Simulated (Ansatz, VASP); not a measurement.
# Ge: VASP beside Ansatz

```
Ge
1.0
     0.00000    2.44956    2.44956
     2.44956    0.00000    2.44956
     2.44956    2.44956    0.00000
Ge
2
Direct
  0.50000 0.50000 0.50000
  0.75000 0.75000 0.75000
```

Alike in both runs: task single point; functional PBE; k mesh 14 × 14 × 14; occupations gaussian, width 0.1 eV; no spin polarisation.

|  | VASP | Ansatz |
| --- | --- | --- |
| version | VASP 6.6.1 | Ansatz 0.2.0 |
| potentials or method | VASP PAW PBE potentials, release 64 (Ge_d), cutoff 520 eV | scalar-relativistic, plane waves, PAW |
| valence electrons in the cell | 28 | 28 |

|  | VASP | Ansatz | Ansatz less VASP |
| --- | --- | --- | --- |
| gap on the k mesh at the Fermi level (eV) | none | none | - |
| pressure (GPa) | 88.3 | 88.5 | +0.16 |

A gap of «none» marks a metal or a gap that the smearing closes. Both programs put the cell under a high pressure, so it lies far from rest at this level.

Noted on VASP's run: the cell as given lies far from equilibrium.
